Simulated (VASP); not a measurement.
A run of VASP 6.6.1 is set up as follows.

File POSCAR:

```
CdS
1.0
    0.0000000000      2.9165000000      2.9165000000
    2.9165000000      0.0000000000      2.9165000000
    2.9165000000      2.9165000000      0.0000000000
Cd S
1 1
Direct
    0.0000000000      0.0000000000      0.0000000000
    0.7500000000      0.7500000000      0.7500000000
```

File INCAR.step1:

```
PREC = Accurate ; ENCUT = 520
EDIFF = 1E-5 ; ISMEAR = -1
SIGMA = 0.05 ; LREAL = False
LASPH = True ; NELM = 100
ALGO = Normal ; ISIF = 2
LWAVE = True ; NBANDS = 16
GGA = PE
```

Contents of INCAR.step2:

```
PREC = Accurate ; ENCUT = 520
EDIFF = 1E-7 ; ISMEAR = -1
SIGMA = 0.05 ; LREAL = False
LASPH = True ; NELM = 100
ALGO = Normal ; ISIF = 2
LWAVE = False ; LCHARG = True
METAGGA = R2SCAN ; LHFCALC = True
AEXX = 0.1 ; LMIXTAU = True
PRECFOCK = Normal ; LELF = True
LVHAR = True ; NBANDS = 16
ISTART = 1
```

File KPOINTS:

```
regular mesh
0
Gamma
  4 4 4
```

Potentials or basis: VASP PAW PBE potentials, release 64 (Cd, S).

Launch:

```bash
$ cat potpaw_PBE.64/Cd/POTCAR potpaw_PBE.64/S/POTCAR > POTCAR
$ cp INCAR.step1 INCAR
$ mpirun -np 1 vasp_std > vasp.out
$ cp INCAR.step2 INCAR
$ mpirun -np 1 vasp_std > vasp.out
```

(1) What does it give for the pressure?

(2) Estimate the band gap on the k mesh.

Results:

(1) 1.7 GPa.

(2) 2.20 eV.

Caveat: the k points lie up to 0.47 Å⁻¹ apart; the PAW data sets were made with another functional, which shifts forces and pressure a little.
